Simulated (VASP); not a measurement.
# TiSi2 in VASP: notebook

Runs on TiSi2. Level: PBEsol+U. Tasks: single point.

Everything below comes from runs of VASP 6.6.1. Logs are shortened: lines on timing, memory, paths and dates and some standing lists are left out, and cuts for length are marked.

### 1 The cell of the first run

It takes space group Immm (No. 71, orthorhombic). Conventional cell: a = 3.092 Å, b = 3.201 Å, c = 9.141 Å, α = 90.00°, β = 90.00°, γ = 90.00°. Ti (site symmetry mmm) has 10 Si at 2.81 to 2.86 Å and 4 Ti at 3.09 to 3.20 Å within 3.7 Å. Si (site symmetry mm2) has 9 Si at 2.50 to 3.43 Å and 5 Ti at 2.81 to 2.86 Å within 3.5 Å.

### 2 Single point, PBEsol+U

INCAR

```
SYSTEM = TiSi2
PREC     = Accurate       ! precision mode
ENCUT    = 520            ! plane-wave cutoff, eV
EDIFF    = 1E-7           ! SCF threshold, eV
ISMEAR   = -1             ! smearing method
SIGMA    = 0.05           ! smearing width, eV
LREAL    = .False.        ! projectors in reciprocal space
LASPH    = .True.         ! aspherical terms in the spheres
NELM     = 150            ! most SCF steps
ALGO     = Fast           ! electronic algorithm
ISIF     = 2              ! what is computed and relaxed
LWAVE    = .False.        ! write WAVECAR
LCHARG   = .False.        ! write CHGCAR
LMAXMIX  = 4              ! l up to which the mixer works
LDAU     = .True.         ! DFT+U
LDAUTYPE = 2            
LDAUL    = 2 -1           ! shell
LDAUU    = 6 0            ! U, eV
LDAUJ    = 0 0          
LDAUPRINT= 1            
GGA      = PS             ! functional
NBANDS   = 17             ! bands
```

KPOINTS

```
Automatic mesh
0
Gamma
  12 12 12
  0 0 0
```

POSCAR

```
TiSi2
1.0
   -1.5458868094      1.6007453033      4.5707481116
    1.5458868094     -1.6007453033      4.5707481116
    1.5458868094      1.6007453033     -4.5707481116
Ti Si
1 2
Direct
    0.0000000000      0.0000000000      0.0000000000
    0.6876662133      0.6876662133      0.0000000000
    0.3123337867      0.3123337867      0.0000000000
```

Potentials or basis: VASP PAW PBE potentials, release 64 (Ti_sv, Si).

Started as:

```
cat potpaw_PBE.64/Ti_sv/POTCAR potpaw_PBE.64/Si/POTCAR > POTCAR
mpirun -np 1 vasp_std > vasp.out
```

OUTCAR:

```text
SYSTEM = TiSi2
   PREC = Accurate
   ENCUT = 520
   EDIFF = 1E-7
   ISMEAR = -1
   LREAL = .False.
   LASPH = .True.
   NELM = 150
   ISIF = 2
   GGA = PS

 ion  position               nearest neighbor table
   1  0.000  0.000  0.000-   2 2.81   2 2.81   2 2.81   3 2.81   2 2.81   3 2.81   3 2.81   3 2.81
                             2 2.86   3 2.86
   2  0.688  0.688  0.000-   3 2.50   3 2.50   3 2.50   3 2.50   1 2.81   1 2.81   1 2.81   1 2.81
                             1 2.86
   3  0.312  0.312  0.000-   2 2.50   2 2.50   2 2.50   2 2.50   1 2.81   1 2.81   1 2.81   1 2.81
                             1 2.86

  LATTYP: Found a body centered orthorhombic cell.
 ALAT       =     3.0917736188
 B/A-ratio  =     1.0354867469
 C/A-ratio  =     2.9567159017

  Lattice vectors:

 A1 = (  -1.5458868094,   1.6007453033,   4.5707481116)
 A2 = (   1.5458868094,  -1.6007453033,   4.5707481116)
 A3 = (   1.5458868094,   1.6007453033,  -4.5707481116)

Analysis of symmetry for initial positions (statically):
=====================================================================
 Subroutine PRICEL returns:
 Original cell was already a primitive cell.

 Routine SETGRP: Setting up the symmetry group for a
 body centered orthorhombic supercell.

 Subroutine GETGRP returns: Found  8 space group operations
 (whereof  8 operations were pure point group operations)
 out of a pool of  8 trial point group operations.

The static configuration has the point symmetry D_2h.

Analysis of symmetry for dynamics (positions and initial velocities):
=====================================================================
 Subroutine PRICEL returns:
 Original cell was already a primitive cell.

 Routine SETGRP: Setting up the symmetry group for a
 body centered orthorhombic supercell.

 Subroutine GETGRP returns: Found  8 space group operations
 (whereof  8 operations were pure point group operations)
 out of a pool of  8 trial point group operations.

The dynamic configuration has the point symmetry D_2h.

 Subroutine INISYM returns: Found  8 space group operations
 (whereof  8 operations are pure point group operations),
 and found     1 'primitive' translations

----------------------------------------------------------------------------------------

                                     Primitive cell

  volume of cell :      45.2426

  direct lattice vectors                    reciprocal lattice vectors
    -1.545886809  1.600745303  4.570748112     0.000000000  0.312354501  0.109391283
     1.545886809 -1.600745303  4.570748112     0.323438946  0.000000000  0.109391283
     1.545886809  1.600745303 -4.570748112     0.323438946  0.312354501  0.000000000

  length of vectors
     5.083688607  5.083688607  5.083688607     0.330955869  0.341436970  0.449642175

  position of ions in fractional coordinates (direct lattice)
     0.000000000  0.000000000  0.000000000
     0.687666213  0.687666213  0.000000000
     0.312333787  0.312333787  0.000000000

  ion indices of the primitive-cell ions
   primitive index   ion index
                 1           1
                 2           2
                 3           3

----------------------------------------------------------------------------------------

 KPOINTS: Automatic mesh

Automatic generation of k-mesh.
 Grid dimensions read from file:
 generate k-points for:   12   12   12

 Generating k-lattice:

  Cartesian coordinates                     Fractional coordinates (reciprocal lattice)
     0.000000000  0.026029542  0.009115940     0.083333333 -0.000000000  0.000000000
     0.026953245  0.000000000  0.009115940    -0.000000000  0.083333333  0.000000000
     0.026953245  0.026029542  0.000000000     0.000000000  0.000000000  0.083333333

  Length of vectors
     0.027579656  0.028453081  0.037470181

  Shift w.r.t. Gamma in fractional coordinates (k-lattice)
     0.000000000  0.000000000  0.000000000

 Subroutine IBZKPT returns following result:
 ===========================================

 Found    280 irreducible k-points:

 Following reciprocal coordinates:
            Coordinates               Weight
  0.000000  0.000000  0.000000      1.000000
  0.083333 -0.000000  0.000000      4.000000
  0.166667  0.000000 -0.000000      4.000000
  0.250000  0.000000  0.000000      4.000000
  0.333333 -0.000000  0.000000      4.000000
  0.416667  0.000000  0.000000      4.000000
[... 16 lines left out ...]
  0.250000  0.166667  0.000000      8.000000
  0.333333  0.166667 -0.000000      8.000000
 [... further k-points ...]
   k-points           NKPTS =    280   k-points in BZ     NKDIM =    280   number of bands    NBANDS=     17
   number of dos      NEDOS =    301   number of ions     NIONS =      3
   total plane-waves  NPLWV =  64000
   dimension x,y,z NGX =    40 NGY =   40 NGZ =   40
   dimension x,y,z NGXF=    80 NGYF=   80 NGZF=   80
   ions per type =               1   2
   NGX,Y,Z   is equivalent  to a cutoff of  13.08, 13.08, 13.08 a.u.
   NGXF,Y,Z  is equivalent  to a cutoff of  26.16, 26.16, 26.16 a.u.
 SYSTEM =  TiSi2
   PREC   = accura    normal or accurate (medium, high low for compatibility)
   ISTART =      0    job   : 0-new  1-cont  2-samecut
   ICHARG =      2    charge: 1-file 2-atom 10-const
   ISPIN  =      1    spin polarized calculation?
   LNONCOLLINEAR =      F non collinear calculations
   LSORBIT =      F    spin-orbit coupling
   LASPH  =      T    aspherical Exc in radial PAW
   ENCUT  =  520.0 eV  38.22 Ry    6.18 a.u.   9.45  9.45  9.45*2*pi/ulx,y,z
   NELM   =    150;   NELMIN=  2; NELMDL= -5     # of ELM steps
   EDIFF  = 0.1E-06   stopping-criterion for ELM
   LREAL  =      F    real-space projection
   EDIFFG = 0.1E-05   stopping-criterion for IOM
   NSW    =      0    number of steps for IOM
   IBRION =     -1    ionic relax: 0-MD 1-quasi-New 2-CG
   NFREE  =      0    steps in history (QN), initial steepest desc. (CG)
   ISIF   =      2    stress and relaxation
   ISYM   =      2    0-nonsym 1-usesym 2-fastsym
   POTIM  = 0.5000    time-step for ionic-motion
   TEBEG  =    0.0;   TEEND  =   0.0 temperature during run
   PSTRESS=    0.0 pullay stress
   NELECT =      20.0000    total number of electrons
   NUPDOWN=      -1.0000    fix difference up-down
   EMIN   =  10.00;   EMAX   =-10.00  energy-range for DOS
   EFERMI =   0.00;   METHOD = LEGACY
   ISMEAR =    -1;   SIGMA  =   0.05  broadening in eV -4-tet -1-fermi 0-gaus
   EFERMI_NEDOS =   21; number of points for ismear=-14 and -15
   IALGO  =     68    algorithm
   IMIX   =      4    mixing-type and parameters
     AMIX     =   0.40;   BMIX     =  1.00
     AMIX_MAG =   1.60;   BMIX_MAG =  1.00
  volume/ion in A,a.u.               =      15.08       101.77
  Fermi-wavevector in a.u.,A,eV,Ry     =   1.247103  2.356684 21.160687  1.555267
  Thomas-Fermi vector in A             =   2.381251
   LORBIT       =      0    0 simple, 1 ext, 2 COOP (PROOUT), +10 PAW based schemes
 LDA+U is selected, type is set to LDAUTYPE =  2
   angular momentum for each species LDAUL =     2   -1
   U (eV)           for each species LDAUU =   6.0  0.0
   J (eV)           for each species LDAUJ =   0.0  0.0
   GGA     = PS    functional components
   LHFCALC =     F    Hartree Fock is set to
   AEXX    =    0.0000 exact exchange contribution
   IVDW    =     0    specifies the selected vdW correction
   LEPSILON=     F    determine dielectric tensor
   LRPA    =     F    only Hartree local field effects (RPA)
 non-spin polarized calculation
 RMM-DIIS sequential band-by-band and
  energy-cutoff  :      520.00
  volume of cell :       45.24
 maximum number of plane-waves:      1236
 NGX is ok and might be reduce to    40
   NGX = 19   NGY = 19   NGZ = 19

atom =   1  type =  1  l = 2

 onsite density matrix

spin component  1

  0.0854  0.0000 -0.0000  0.0000 -0.0000
  0.0000  0.1665  0.0000  0.0000  0.0000
 -0.0000  0.0000  0.1571  0.0000 -0.0085
  0.0000  0.0000  0.0000  0.1649  0.0000
 -0.0000  0.0000 -0.0085  0.0000  0.2880

spin component  2

  0.0854  0.0000 -0.0000  0.0000 -0.0000
  0.0000  0.1665  0.0000  0.0000  0.0000
 -0.0000  0.0000  0.1571  0.0000 -0.0085
  0.0000  0.0000  0.0000  0.1649  0.0000
 -0.0000  0.0000 -0.0085  0.0000  0.2880

 occupancies and eigenvectors

  o =  0.0854  v =  1.0000  0.0000  0.0000  0.0000  0.0000  0.0000  0.0000  0.0000  0.0000  0.0000      0.0000  0.0000  0.0000  0.0000  0.0000  0.0000  0.0000  0.0000  0.0000  0.0000
  o =  0.0854  v =  0.0000  0.0000  0.0000  0.0000  0.0000  1.0000  0.0000  0.0000  0.0000  0.0000      0.0000  0.0000  0.0000  0.0000  0.0000  0.0000  0.0000  0.0000  0.0000  0.0000
  o =  0.1565  v =  0.0000 -0.0000  0.9979  0.0000  0.0645  0.0000  0.0000  0.0000  0.0000  0.0000      0.0000  0.0000  0.0000  0.0000  0.0000  0.0000  0.0000  0.0000  0.0000  0.0000
  o =  0.1565  v =  0.0000  0.0000  0.0000  0.0000  0.0000  0.0000 -0.0000  0.9979  0.0000  0.0645      0.0000  0.0000  0.0000  0.0000  0.0000  0.0000  0.0000  0.0000  0.0000  0.0000
  o =  0.1649  v =  0.0000  0.0000  0.0000  1.0000  0.0000  0.0000  0.0000  0.0000  0.0000  0.0000      0.0000  0.0000  0.0000  0.0000  0.0000  0.0000  0.0000  0.0000  0.0000  0.0000
  o =  0.1649  v =  0.0000  0.0000  0.0000  0.0000  0.0000  0.0000  0.0000  0.0000  1.0000  0.0000      0.0000  0.0000  0.0000  0.0000  0.0000  0.0000  0.0000  0.0000  0.0000  0.0000
  o =  0.1665  v =  0.0000 -1.0000 -0.0000  0.0000  0.0000  0.0000  0.0000  0.0000  0.0000  0.0000      0.0000  0.0000  0.0000  0.0000  0.0000  0.0000  0.0000  0.0000  0.0000  0.0000
  o =  0.1665  v =  0.0000  0.0000  0.0000  0.0000  0.0000  0.0000 -1.0000 -0.0000  0.0000  0.0000      0.0000  0.0000  0.0000  0.0000  0.0000  0.0000  0.0000  0.0000  0.0000  0.0000
  o =  0.2886  v =  0.0000  0.0000  0.0000  0.0000  0.0000  0.0000 -0.0000  0.0645  0.0000 -0.9979      0.0000  0.0000  0.0000  0.0000  0.0000  0.0000  0.0000  0.0000  0.0000  0.0000
  o =  0.2886  v =  0.0000 -0.0000  0.0645  0.0000 -0.9979  0.0000  0.0000  0.0000  0.0000  0.0000      0.0000  0.0000  0.0000  0.0000  0.0000  0.0000  0.0000  0.0000  0.0000  0.0000

 number of electron      20.0000001 magnetization

 Free energy of the ion-electron system (eV)
  ---------------------------------------------------
  ext. energy  EPLUGINS =         0.00000000
  ---------------------------------------------------
  free energy    TOTEN  =       -16.50479368 eV

  energy without entropy =      -16.49166638  energy(sigma->0) =      -16.49823003

 E-fermi :   9.8083     XC(G=0): -11.5018

 val. band max:        9.7892253355   @ k =   0.4167   0.1667   0.0833
 cond. band min:       9.8086371187   @ k =  -0.4167   0.5000   0.3333
 fundamental gap:      0.0194117832
 Fermi energy:         9.8083328304

 k-point     1 :       0.0000    0.0000    0.0000
  band No.  band energies     occupation
      1     -48.5602      2.00000
      2     -24.9670      2.00000
      3     -24.7549      2.00000
      4     -24.6882      2.00000
      5      -3.2496      2.00000
      6       4.4489      2.00000
[... 9 lines left out ...]
     16      14.6059      0.00000
     17      15.4441      0.00000

 k-point     2 :       0.0833   -0.0000    0.0000
  band No.  band energies     occupation
      1     -48.5594      2.00000
      2     -24.9660      2.00000
      3     -24.7643      2.00000
      4     -24.6874      2.00000
      5      -3.1413      2.00000
      6       4.2887      2.00000
[... 9 lines left out ...]
     16      13.9150      0.00000
     17      14.3654      0.00000

 k-point     3 :       0.1667    0.0000   -0.0000
  band No.  band energies     occupation
      1     -48.5571      2.00000
      2     -24.9632      2.00000
      3     -24.7901      2.00000
      4     -24.6853      2.00000
      5      -2.8187      2.00000
      6       4.0692      2.00000
[... 392 lines left out ...]
 k-point    23 :       0.2500    0.1667    0.0000
  band No.  band energies     occupation
      1     -48.5494      2.00000
      2     -24.9544      2.00000
      3     -24.8199      2.00000
      4     -24.7304      2.00000
      5      -1.7669      2.00000
      6       3.6155      2.00000
[... 9 lines left out ...]
     16      14.9559      0.00000
     17      16.0064      0.00000

 k-point    24 :       0.3333    0.1667   -0.0000
  band No.  band energies     occupation
      1     -48.5463      2.00000
      2     -24.9506      2.00000
      3     -24.8543      2.00000
      4     -24.7270      2.00000
      5      -1.0413      2.00000
      6       3.0617      2.00000
[... 9 lines left out ...]
     16      14.2843      0.00000
     17      16.1956      0.00000

 [... further k-points ...]
[... 5 lines left out ...]
  --------------------------------------------------------------------------------------
  -------------------------------------------------------------------------------------
  Total        0.0719908      0.0378728     -2.8560086      0.0000000      0.0000000      0.0000000
  in kB        2.5494150      1.3411900   -101.1399851      0.0000000      0.0000000      0.0000000
  external PRESSURE =     -32.4164600 kB  Pullay stress =       0.0000000 kB

 VOLUME and BASIS-vectors are now :
 -----------------------------------------------------------------------------
  energy-cutoff  :      520.00
  volume of cell :       45.24
      direct lattice vectors                 reciprocal lattice vectors
    -1.545886809  1.600745303  4.570748112     0.000000000  0.312354501  0.109391283
     1.545886809 -1.600745303  4.570748112     0.323438946  0.000000000  0.109391283
     1.545886809  1.600745303 -4.570748112     0.323438946  0.312354501  0.000000000

 POSITION                                       TOTAL-FORCE (eV/Angst)
 -----------------------------------------------------------------------------------
      0.00000      0.00000      0.00000        -0.000000      0.000000      0.000000
      0.00000      0.00000      6.28630        -0.000000      0.000000     -0.649625
      0.00000      0.00000      2.85520         0.000000     -0.000000      0.649625
 -----------------------------------------------------------------------------------
    total drift:                               -0.000000      0.000000     -0.000000

  FREE ENERGIE OF THE ION-ELECTRON SYSTEM (eV)
  ---------------------------------------------------
  free  energy   TOTEN  =       -16.5047936795 eV

  energy  without entropy=      -16.4916663793  energy(sigma->0) =      -16.49823003
```

Wall time 43 min (1 thread of Oxide Virtual Turin-like, shared host); peak memory 0.37 GiB.

What came out:

```
Free energy            : -16.5048 eV
Pressure               : -3.2 GPa
Largest force          : 0.650 eV/Å
Band gap on the k mesh : zero (bands 10 and 11 overlap by 2.26 eV)
```

Forces in eV/Å, atoms in the order of the input:
```
Ti   0.000  0.000  0.000
Si   0.000  0.000 -0.650
Si   0.000  0.000  0.650
```

Eigenvalues of the final occupation matrices:
```
    site  spin  trace               eigenvalues
site 1 d     1   0.86  0.09 0.16 0.16 0.17 0.29
site 1 d     2   0.86  0.09 0.16 0.16 0.17 0.29
```

Caveat: the stress differs along the axes, from -10 to 0 GPa; the PAW data sets were made with another functional, which shifts forces and pressure a little; U without spin polarisation on a metal has little footing; the U is typed as a test and isn't derived for this compound.

### 3 Single point, PBEsol+U

This run uses another cell than the first one, of 17.55 Å³/atom.

INCAR

```
SYSTEM = TiSi2
  ALGO = Fast
  EDIFF = 1E-7
  ENCUT = 520
  GGA = PS
  ISIF = 2
  ISMEAR = -1
  LASPH = .TRUE.
  LCHARG = .FALSE.
  LDAU = .TRUE.
  LDAUJ = 0 0
  LDAUL = 2 -1
  LDAUPRINT = 1
  LDAUTYPE = 2
  LDAUU = 8 0
  LMAXMIX = 4
  LREAL = .FALSE.
  LWAVE = .FALSE.
  NBANDS = 17
  NELM = 150
  PREC = Accurate
  SIGMA = 0.05
```

KPOINTS

```
k-points
0
G
  12 12 12
  0 0 0
```

POSCAR

```
TiSi2
1.0
   -1.6383361352      1.6387227072      4.9033467889
    1.6383361352     -1.6387227072      4.9033467889
    1.6383361352      1.6387227072     -4.9033467889
Ti Si
1 2
Direct
    0.0000000000      0.0000000000      0.0000000000
    0.7032837024      0.7032837024      0.0000000000
    0.2967162976      0.2967162976      0.0000000000
```

Potentials or basis: VASP PAW PBE potentials, release 64 (Ti_sv, Si).

Started as:

```
cat potpaw_PBE.64/Ti_sv/POTCAR potpaw_PBE.64/Si/POTCAR > POTCAR
mpirun -np 1 vasp_std > vasp.out
```

It took 33 min on 1 thread of Oxide Virtual Turin-like, shared host; peak memory 0.4 GiB.

The run converged. Its results:

```
Free energy            : -14.6361 eV
Pressure               : -9.0 GPa
Largest force          : 0.726 eV/Å
Band gap on the k mesh : zero (bands 10 and 11 overlap by 2.52 eV)
```

Forces in eV/Å, atoms in the order of the input:
```
Ti   0.000  0.000  0.000
Si   0.000  0.000 -0.726
Si   0.000  0.000  0.726
```

Stress tensor (GPa, compression positive):
```
 -7.71   0.00   0.00
  0.00  -7.74   0.00
  0.00   0.00 -11.53
```

Levels at points of the mesh, in eV from the Fermi level:
| k point | band 7 | band 8 | band 9 | band 10 | band 11 | band 12 | band 13 | band 14 |
| --- | --- | --- | --- | --- | --- | --- | --- | --- |
| (0.00, 0.00, 0.00) | -3.61 | -1.62 | -0.85 | -0.84 | 1.91 | 2.55 | 3.04 | 3.58 |
| (0.50, 0.00, 0.00) | -3.47 | -3.46 | -0.98 | 1.49 | 2.46 | 2.55 | 2.65 | 3.22 |
| (0.00, 0.50, 0.00) | -3.47 | -3.46 | -0.98 | 1.49 | 2.45 | 2.54 | 2.65 | 3.22 |
| (0.50, 0.50, 0.00) | -5.52 | -5.47 | -2.18 | -0.41 | -0.01 | 0.55 | 0.98 | 2.46 |
| (0.50, 0.50, 0.50) | -1.75 | -0.53 | -0.53 | -0.52 | 1.73 | 2.13 | 2.13 | 2.83 |

Eigenvalues of the final occupation matrices:
| site | spin | trace | eigenvalues |
| --- | --- | --- | --- |
| site 1 d | 1 | 0.83 | 0.03 0.08 0.08 0.11 0.53 |
| site 1 d | 2 | 0.83 | 0.03 0.08 0.08 0.11 0.53 |

Caveat: the cell stands under tension; the PAW data sets were made with another functional, which shifts forces and pressure a little; U without spin polarisation on a metal has little footing; the U is typed as a test and isn't derived for this compound.
